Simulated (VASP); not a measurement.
**SiNi: single point with PBE**

SiNi:

```
CELL_PARAMETERS angstrom
6.40029 0.07577 0.00230
0.07577 6.41222 0.04152
0.00230 0.04152 6.56258
ATOMIC_POSITIONS crystal
Si 0.00372 0.56585 0.26615
Si 0.82944 0.88099 0.52548
Si 0.04052 0.04694 0.83854
Si 0.82888 0.55464 0.70323
Si 0.47922 0.70457 0.29339
Si 0.15369 0.19322 0.19945
Si 0.21915 0.69640 0.69682
Si 0.37196 0.25833 0.60167
Si 0.72073 0.31566 0.09978
Si 0.57489 0.89206 0.92012
Ni 0.20302 0.79074 0.03602
Ni 0.16329 0.89006 0.39937
Ni 0.66133 0.44439 0.43226
Ni 0.69259 0.14070 0.71848
Ni 0.85844 0.94787 0.16196
Ni 0.01730 0.28173 0.52715
Ni 0.39286 0.17326 0.95339
Ni 0.51123 0.09120 0.30409
Ni 0.49932 0.53957 0.85076
Ni 0.07632 0.42558 0.94576
```

| Quantity | Value |
| --- | --- |
| Program | VASP 6.6.1 |
| Task | single point |
| Functional | PBE |
| Potentials or basis | VASP PAW PBE potentials, release 64 (Si, Ni) |
| Cutoff | 400 eV |
| k mesh | 1 × 1 × 1, shifted |
| Occupations | fermi-dirac, width 0.05 eV |
| Spin | no spin polarisation |

* Pressure: -7.2 GPa
* Largest force: 2.110 eV/Å

Forces on the atoms (eV/Å):
```
Si  -0.461 -0.051  0.114
Si  -0.405  0.830 -0.727
Si   0.084  0.831  0.066
Si   0.166 -0.330  1.190
Si  -0.317  0.802 -0.582
Si   0.243 -0.542  0.923
Si  -0.515 -0.532 -0.019
Si  -0.258  0.519 -0.383
Si  -0.257 -0.074 -0.440
Si   0.438 -1.855  0.905
Ni   0.478  0.493  0.017
Ni   0.078 -0.212  0.628
Ni  -0.277 -0.401 -0.560
Ni   0.752  0.426 -0.431
Ni  -0.219  0.380  0.168
Ni   0.626 -0.068  0.240
Ni  -0.808  0.676 -0.552
Ni   0.415 -0.840  0.454
Ni   0.599  0.065 -0.075
Ni  -0.360 -0.116 -0.937
```

Stress tensor (GPa, compression positive):
```
-7.15 -7.36 -3.43
-7.36 -6.58 -3.08
-3.43 -3.08 -7.92
```

Levels at points of the mesh, in eV from the Fermi level:
```tsv
k point	band 67	band 68	band 69	band 70	band 71	band 72	band 73	band 74
(0.25, 0.25, 0.25)	-0.83	-0.67	-0.48	-0.20	0.20	0.45	0.57	0.69
```

It took 45 s on 1 thread of Intel(R) Xeon(R) Platinum 8488C (Sapphire Rapids), with other jobs on the host, peak memory 0.28 GiB.

Caveat: the atoms stand as in a frame of molecular dynamics. Spin polarisation is off, so any magnetic state and its effect on volume and gap are missing.
